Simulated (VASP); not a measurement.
# MgSe3 (P6/mmm) in VASP: a series of runs

The runs below take MgSe3 through single point, relaxation of cell and atoms, with PBE.

Everything below comes from runs of VASP 6.6.1. Logs are shortened: lines on timing, memory, paths and dates and some standing lists are left out, and cuts for length are marked.

### 1 The cell of the first run

The structure is hexagonal, space group P6/mmm (No. 191). The conventional cell has a = 5.494 Å, b = 5.494 Å, c = 3.585 Å, α = 90.00°, β = 90.00°, γ = 120.00°. Mg (site symmetry 6/mmm) has 12 Se at 3.28 Å and 2 Mg at 3.59 Å within 4.3 Å. Se (site symmetry mmm) has 6 Se at 2.75 to 3.59 Å and 4 Mg at 3.28 Å within 3.6 Å.

The cell was built from a structure type or drawn by symmetry, and may not be a known phase.

### 2 Single point, PBE

File INCAR:

```
SYSTEM = MgSe3
  ALGO = Normal
  EDIFF = 1E-7
  ENCUT = 520
  GGA = PE
  ISIF = 2
  ISMEAR = 0
  LASPH = .True.
  LCHARG = .True.
  LELF = .True.
  LREAL = .False.
  LVHAR = .True.
  LWAVE = .False.
  NBANDS = 18
  NELM = 80
  PREC = Accurate
  SIGMA = 0.1
```

File KPOINTS:

```
k-points
0
Gamma
  12 12 14
  0 0 0
```

File POSCAR:

```
MgSe3
1.0
    5.4937923954      0.0000000000      0.0000000000
   -2.7468961977      4.7577637776      0.0000000000
    0.0000000000      0.0000000000      3.5852892604
Mg Se
1 3
Direct
    0.0000000000      0.0000000000      0.0000000000
    0.5000000000      0.0000000000      0.5000000000
    0.0000000000      0.5000000000      0.5000000000
    0.5000000000      0.5000000000      0.5000000000
```

Potentials or basis: VASP PAW PBE potentials, release 64 (Mg, Se).

Started as:

```
> cat potpaw_PBE.64/Mg/POTCAR potpaw_PBE.64/Se/POTCAR > POTCAR
> mpirun -np 1 vasp_std > vasp.out
```

OUTCAR:

```text
SYSTEM = MgSe3
   EDIFF = 1E-7
   ENCUT = 520
   GGA = PE
   ISIF = 2
   ISMEAR = 0
   LASPH = .True.
   LREAL = .False.
   NELM = 80
   PREC = Accurate

 ion  position               nearest neighbor table
   1  0.000  0.000  0.000-
   2  0.500  0.000  0.500-   3 2.75   4 2.75   4 2.75   3 2.75
   3  0.000  0.500  0.500-   4 2.75   4 2.75   2 2.75   2 2.75
   4  0.500  0.500  0.500-   3 2.75   3 2.75   2 2.75   2 2.75

  LATTYP: Found a hexagonal cell.
 ALAT       =     5.4937923954
 C/A-ratio  =     0.6526073434

  Lattice vectors:

 A1 = (   5.4937923954,   0.0000000000,   0.0000000000)
 A2 = (  -2.7468961977,   4.7577637776,   0.0000000000)
 A3 = (   0.0000000000,   0.0000000000,   3.5852892604)

Analysis of symmetry for initial positions (statically):
=====================================================================
 Subroutine PRICEL returns:
 Original cell was already a primitive cell.

 Routine SETGRP: Setting up the symmetry group for a
 hexagonal supercell.

 Subroutine GETGRP returns: Found 24 space group operations
 (whereof 24 operations were pure point group operations)
 out of a pool of 24 trial point group operations.

The static configuration has the point symmetry D_6h.

Analysis of symmetry for dynamics (positions and initial velocities):
=====================================================================
 Subroutine PRICEL returns:
 Original cell was already a primitive cell.

 Routine SETGRP: Setting up the symmetry group for a
 hexagonal supercell.

 Subroutine GETGRP returns: Found 24 space group operations
 (whereof 24 operations were pure point group operations)
 out of a pool of 24 trial point group operations.

The dynamic configuration has the point symmetry D_6h.

 Subroutine INISYM returns: Found 24 space group operations
 (whereof 24 operations are pure point group operations),
 and found     1 'primitive' translations

----------------------------------------------------------------------------------------

                                     Primitive cell

  volume of cell :      93.7129

  direct lattice vectors                    reciprocal lattice vectors
     5.493792395  0.000000000  0.000000000     0.182023624  0.105091388  0.000000000
    -2.746896198  4.757763778  0.000000000     0.000000000  0.210182776  0.000000000
     0.000000000  0.000000000  3.585289260     0.000000000  0.000000000  0.278917523

  length of vectors
     5.493792395  5.493792395  3.585289260     0.210182776  0.210182776  0.278917523

  position of ions in fractional coordinates (direct lattice)
     0.000000000  0.000000000  0.000000000
     0.500000000  0.000000000  0.500000000
     0.000000000  0.500000000  0.500000000
     0.500000000  0.500000000  0.500000000

  ion indices of the primitive-cell ions
   primitive index   ion index
                 1           1
                 2           2
                 3           3
                 4           4

----------------------------------------------------------------------------------------

 KPOINTS: k-points

Automatic generation of k-mesh.
 Grid dimensions read from file:
 generate k-points for:   12   12   14

 Generating k-lattice:

  Cartesian coordinates                     Fractional coordinates (reciprocal lattice)
     0.015168635  0.008757616  0.000000000     0.083333333  0.000000000  0.000000000
     0.000000000  0.017515231  0.000000000     0.000000000  0.083333333  0.000000000
     0.000000000  0.000000000  0.019922680     0.000000000  0.000000000  0.071428571

  Length of vectors
     0.017515231  0.017515231  0.019922680

  Shift w.r.t. Gamma in fractional coordinates (k-lattice)
     0.000000000  0.000000000  0.000000000

 Subroutine IBZKPT returns following result:
 ===========================================

 Found    152 irreducible k-points:

 Following reciprocal coordinates:
            Coordinates               Weight
  0.000000  0.000000  0.000000      1.000000
  0.083333 -0.000000  0.000000      6.000000
  0.166667 -0.000000  0.000000      6.000000
  0.250000  0.000000  0.000000      6.000000
  0.333333  0.000000  0.000000      6.000000
  0.416667 -0.000000  0.000000      6.000000
[... 16 lines left out ...]
  0.250000  0.000000  0.071429     12.000000
  0.333333  0.000000  0.071429     12.000000
 [... further k-points ...]
   k-points           NKPTS =    152   k-points in BZ     NKDIM =    152   number of bands    NBANDS=     18
   number of dos      NEDOS =    301   number of ions     NIONS =      4
   total plane-waves  NPLWV =  49392
   dimension x,y,z NGX =    42 NGY =   42 NGZ =   28
   dimension x,y,z NGXF=    84 NGYF=   84 NGZF=   56
   ions per type =               1   3
   NGX,Y,Z   is equivalent  to a cutoff of  12.71, 12.71, 12.98 a.u.
   NGXF,Y,Z  is equivalent  to a cutoff of  25.42, 25.42, 25.97 a.u.
 SYSTEM =  MgSe3
   PREC   = accura    normal or accurate (medium, high low for compatibility)
   ISTART =      0    job   : 0-new  1-cont  2-samecut
   ICHARG =      2    charge: 1-file 2-atom 10-const
   ISPIN  =      1    spin polarized calculation?
   LNONCOLLINEAR =      F non collinear calculations
   LSORBIT =      F    spin-orbit coupling
   LASPH  =      T    aspherical Exc in radial PAW
   ENCUT  =  520.0 eV  38.22 Ry    6.18 a.u.  10.21 10.21  6.67*2*pi/ulx,y,z
   NELM   =     80;   NELMIN=  2; NELMDL= -5     # of ELM steps
   EDIFF  = 0.1E-06   stopping-criterion for ELM
   LREAL  =      F    real-space projection
   EDIFFG = 0.1E-05   stopping-criterion for IOM
   NSW    =      0    number of steps for IOM
   IBRION =     -1    ionic relax: 0-MD 1-quasi-New 2-CG
   NFREE  =      0    steps in history (QN), initial steepest desc. (CG)
   ISIF   =      2    stress and relaxation
   ISYM   =      2    0-nonsym 1-usesym 2-fastsym
   POTIM  = 0.5000    time-step for ionic-motion
   TEBEG  =    0.0;   TEEND  =   0.0 temperature during run
   PSTRESS=    0.0 pullay stress
   NELECT =      20.0000    total number of electrons
   NUPDOWN=      -1.0000    fix difference up-down
   EMIN   =  10.00;   EMAX   =-10.00  energy-range for DOS
   EFERMI =   0.00;   METHOD = LEGACY
   ISMEAR =     0;   SIGMA  =   0.10  broadening in eV -4-tet -1-fermi 0-gaus
   EFERMI_NEDOS =   21; number of points for ismear=-14 and -15
   IALGO  =     38    algorithm
   IMIX   =      4    mixing-type and parameters
     AMIX     =   0.40;   BMIX     =  1.00
     AMIX_MAG =   1.60;   BMIX_MAG =  1.00
  volume/ion in A,a.u.               =      23.43       158.10
  Fermi-wavevector in a.u.,A,eV,Ry     =   0.978329  1.848774 13.022520  0.957128
  Thomas-Fermi vector in A             =   2.109096
   LORBIT       =      0    0 simple, 1 ext, 2 COOP (PROOUT), +10 PAW based schemes
   GGA     = PE    functional components
   LHFCALC =     F    Hartree Fock is set to
   AEXX    =    0.0000 exact exchange contribution
   IVDW    =     0    specifies the selected vdW correction
   LEPSILON=     F    determine dielectric tensor
   LRPA    =     F    only Hartree local field effects (RPA)
 non-spin polarized calculation
 Gauss-broadening in eV      SIGMA  =   0.10
  energy-cutoff  :      520.00
  volume of cell :       93.71
 maximum number of plane-waves:      2552
 NGX is ok and might be reduce to    42
   NGX = 21   NGY = 21   NGZ = 13

 number of electron      20.0000000 magnetization

 Free energy of the ion-electron system (eV)
  ---------------------------------------------------
  ext. energy  EPLUGINS =         0.00000000
  ---------------------------------------------------
  free energy    TOTEN  =       -11.90596351 eV

  energy without entropy =      -11.89589271  energy(sigma->0) =      -11.90092811

 E-fermi :   3.9574     XC(G=0):  -9.3666

 val. band max:        3.9377156441   @ k =   0.3333   0.0000   0.2857
 cond. band min:       3.9582080663   @ k =   0.1667   0.1667   0.4286
 fundamental gap:      0.0204924222
 Fermi energy:         3.9574089955

 k-point     1 :       0.0000    0.0000    0.0000
  band No.  band energies     occupation
      1     -11.4968      2.00000
      2      -7.8884      2.00000
      3      -7.8884      2.00000
      4      -3.1593      2.00000
      5      -1.3603      2.00000
      6      -1.3603      2.00000
[... 10 lines left out ...]
     17      11.9401      0.00000
     18      11.9401      0.00000

 k-point     2 :       0.0833   -0.0000    0.0000
  band No.  band energies     occupation
      1     -11.4629      2.00000
      2      -8.0087      2.00000
      3      -7.9010      2.00000
      4      -3.0066      2.00000
      5      -1.4011      2.00000
      6      -1.2708      2.00000
[... 10 lines left out ...]
     17      12.0574      0.00000
     18      12.0993      0.00000

 k-point     3 :       0.1667   -0.0000    0.0000
  band No.  band energies     occupation
      1     -11.3622      2.00000
      2      -8.3217      2.00000
      3      -7.9347      2.00000
      4      -2.6392      2.00000
      5      -1.4426      2.00000
      6      -1.0073      2.00000
[... 10 lines left out ...]
     17      11.6227      0.00000
     18      12.0783      0.00000

 k-point     4 :       0.2500    0.0000    0.0000
  band No.  band energies     occupation
      1     -11.1995      2.00000
      2      -8.7334      2.00000
      3      -7.9794      2.00000
      4      -2.3491      2.00000
      5      -1.2159      2.00000
      6      -0.5838      2.00000
[... 10 lines left out ...]
     17      11.2573      0.00000
     18      11.8505      0.00000

 k-point     5 :       0.3333    0.0000    0.0000
  band No.  band energies     occupation
      1     -10.9865      2.00000
      2      -9.1622      2.00000
      3      -8.0225      2.00000
      4      -2.3219      2.00000
      5      -0.5619      2.00000
      6      -0.0208      2.00000
[... 10 lines left out ...]
     17      10.9992      0.00000
     18      11.3326      0.00000

 k-point     6 :       0.4167   -0.0000    0.0000
  band No.  band energies     occupation
      1     -10.7590      2.00000
      2      -9.5321      2.00000
      3      -8.0531      2.00000
      4      -2.3708      2.00000
      5       0.2855      2.00000
      6       0.6482      2.00000
[... 10 lines left out ...]
     17      10.6109      0.00000
     18      10.8456      0.00000

 k-point     7 :       0.5000    0.0000    0.0000
  band No.  band energies     occupation
      1     -10.6371      2.00000
      2      -9.7033      2.00000
      3      -8.0641      2.00000
      4      -2.3939      2.00000
      5       0.8947      2.00000
      6       1.1851      2.00000
[... 10 lines left out ...]
     17      10.0314      0.00000
     18      10.7946      0.00000

 k-point     8 :       0.0833    0.0833    0.0000
  band No.  band energies     occupation
      1     -11.3955      2.00000
      2      -8.2222      2.00000
      3      -7.9267      2.00000
      4      -2.7387      2.00000
      5      -1.4704      2.00000
      6      -1.0733      2.00000
[... 10 lines left out ...]
     17      11.7490      0.00000
     18      12.2601      0.00000
[... 229 lines left out ...]
     17      10.8519      0.00000
     18      10.8519      0.00000

 k-point    20 :       0.0000    0.0000    0.0714
  band No.  band energies     occupation
      1     -11.4754      2.00000
      2      -7.8693      2.00000
      3      -7.8693      2.00000
      4      -3.1400      2.00000
      5      -1.3317      2.00000
      6      -1.3317      2.00000
[... 10 lines left out ...]
     17      11.8603      0.00000
     18      12.1322      0.00000

 k-point    21 :       0.0833   -0.0000    0.0714
  band No.  band energies     occupation
      1     -11.4415      2.00000
      2      -7.9895      2.00000
      3      -7.8819      2.00000
      4      -2.9873      2.00000
      5      -1.3718      2.00000
      6      -1.2422      2.00000
[... 10 lines left out ...]
     17      11.7959      0.00000
     18      12.0933      0.00000

 k-point    22 :       0.1667   -0.0000    0.0714
  band No.  band energies     occupation
      1     -11.3410      2.00000
      2      -8.3022      2.00000
      3      -7.9155      2.00000
      4      -2.6194      2.00000
      5      -1.4124      2.00000
      6      -0.9790      2.00000
[... 10 lines left out ...]
     17      11.4150      0.00000
     18      12.1666      0.00000

 k-point    23 :       0.2500    0.0000    0.0714
  band No.  band energies     occupation
      1     -11.1784      2.00000
      2      -8.7136      2.00000
      3      -7.9600      2.00000
      4      -2.3251      2.00000
      5      -1.1881      2.00000
      6      -0.5559      2.00000
[... 10 lines left out ...]
     17      10.9648      0.00000
     18      12.0462      0.00000

 k-point    24 :       0.3333    0.0000    0.0714
  band No.  band energies     occupation
      1     -10.9656      2.00000
      2      -9.1421      2.00000
      3      -8.0029      2.00000
      4      -2.2930      2.00000
      5      -0.5377      2.00000
      6       0.0066      2.00000
[... 10 lines left out ...]
     17      10.6146      0.00000
     18      11.5042      0.00000

 [... further k-points ...]

------------------------ aborting loop because EDIFF is reached ----------------------------------------

  FORCE on cell =-STRESS in cart. coord.  units (eV):
  Direction    XX          YY          ZZ          XY          YZ          ZX
  --------------------------------------------------------------------------------------
  -------------------------------------------------------------------------------------
  Total       -0.0108609     -0.0108609     -0.0248909      0.0000000      0.0000000      0.0000000
  in kB       -0.1856850     -0.1856850     -0.4255517      0.0000000      0.0000000      0.0000000
  external PRESSURE =      -0.2656406 kB  Pullay stress =       0.0000000 kB

 VOLUME and BASIS-vectors are now :
 -----------------------------------------------------------------------------
  energy-cutoff  :      520.00
  volume of cell :       93.71
      direct lattice vectors                 reciprocal lattice vectors
     5.493792395  0.000000000  0.000000000     0.182023624  0.105091388  0.000000000
    -2.746896198  4.757763778  0.000000000     0.000000000  0.210182776  0.000000000
     0.000000000  0.000000000  3.585289260     0.000000000  0.000000000  0.278917523

 POSITION                                       TOTAL-FORCE (eV/Angst)
 -----------------------------------------------------------------------------------
      0.00000      0.00000      0.00000        -0.000000      0.000000      0.000000
      2.74690      0.00000      1.79264         0.000000      0.000000      0.000000
     -1.37345      2.37888      1.79264         0.000000      0.000000      0.000000
      1.37345      2.37888      1.79264        -0.000000      0.000000      0.000000
 -----------------------------------------------------------------------------------
    total drift:                                0.000000     -0.000000     -0.000000

  FREE ENERGIE OF THE ION-ELECTRON SYSTEM (eV)
  ---------------------------------------------------
  free  energy   TOTEN  =       -11.9059635136 eV

  energy  without entropy=      -11.8958927093  energy(sigma->0) =      -11.90092811
```

It took 3 min on 1 thread of Intel Xeon Platinum 8488C (Sapphire Rapids), shared host; peak memory 0.38 GiB.

Results:

```
Free energy            : -11.9060 eV
Pressure               : 0.0 GPa
Band gap on the k mesh : zero (bands 10 and 11 overlap by 2.74 eV)
```

Levels at points of the mesh, in eV from the Fermi level:
| k point | band 8 | band 9 | band 10 | band 11 | band 12 | band 13 |
| --- | --- | --- | --- | --- | --- | --- |
| (0.00, 0.00, 0.00) | -1.85 | 0.56 | 0.56 | 2.00 | 3.31 | 3.31 |
| (0.50, 0.00, 0.00) | -1.98 | -1.51 | -0.73 | 0.44 | 1.64 | 3.10 |
| (0.00, 0.00, 0.50) | -2.14 | -2.14 | 0.57 | 2.33 | 2.55 | 2.55 |
| (0.50, 0.00, 0.50) | -2.30 | -2.07 | -1.58 | -1.57 | 0.57 | 3.47 |

(Continued in part 2 of 2.)
